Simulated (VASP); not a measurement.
Input of a VASP 6.6.1 run:

File INCAR:

```
SYSTEM = Cs
ALGO = Normal ; EDIFF = 1E-6
ENCUT = 520 ; GGA = PS
ISIF = 2 ; ISMEAR = 0
LASPH = .True. ; LCHARG = .False.
LREAL = .False. ; LWAVE = .False.
NBANDS = 10 ; NELM = 100
PREC = Accurate ; SIGMA = 0.1
```

Contents of KPOINTS:

```
k-points
0
Gamma
  10 10 10
  0 0 0
```

Contents of POSCAR:

```
Cs
1.0
   -3.0021902809      3.0021902809      3.0021902809
    3.0021902809     -3.0021902809      3.0021902809
    3.0021902809      3.0021902809     -3.0021902809
Cs
1
Direct
    0.0000000000      0.0000000000      0.0000000000
```

Potentials or basis: VASP PAW PBE potentials, release 64 (Cs_sv).

Command:

```console
$ cat potpaw_PBE.64/Cs_sv/POTCAR > POTCAR
$ mpirun -np 1 vasp_std > vasp.out
```

Task: What does it give for the pressure?

Result: 0.0 GPa.

Caveat: the PAW data sets were made with another functional, which shifts forces and pressure a little.
